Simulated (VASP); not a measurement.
Runs of VASP 6.6.1 on Cs3Pt. Symmetry: Pm-3m, No. 221, cubic system. Conventional cell: a = 5.778 Å, b = 5.778 Å, c = 5.778 Å, α = 90.00°, β = 90.00°, γ = 90.00°. Cs (site symmetry 4/mmm) has 8 Cs at 4.09 Å and 4 Pt at 4.09 Å within 5.4 Å. Within 5.4 Å of Pt (site symmetry m-3m) lie 12 Cs at 4.09 Å. 

| level | potentials or basis | gap on the mesh (eV) | pressure (GPa) |
| --- | --- | --- | --- |
| LDA | VASP PAW LDA potentials, release 64 (Cs_sv, Pt) | none | (b) |
| PBE | VASP PAW PBE potentials, release 64 (Cs_sv, Pt) | none | 0.0 |
| RPBE | VASP PAW PBE potentials, release 64 (Cs_sv, Pt) | none | 1.1 |
| r2SCAN | VASP PAW PBE potentials, release 64 (Cs_sv, Pt) | none | -0.6 |
| PBEsol | VASP PAW PBE potentials, release 64 (Cs_sv, Pt) | none | (a) |

Alike in all rows: task single point; no spin polarisation; cell as given; k mesh 3 × 3 × 3; cutoff (eV) 520; smearing methfessel-paxton 0.05 eV.

Estimate the missing entries.

(a) -1.1; (b) -2.0.

Caveats: all runs use coarse meshes; spin-orbit coupling is left out, which moves the levels of the heavy elements; the PAW data sets were made with another functional, which shifts forces and pressure a little (some runs).

A k mesh can miss the band edges, and the runs leave out spin-orbit coupling on Cs, Pt.

A gap of «none» marks levels without a gap at the run's occupations.
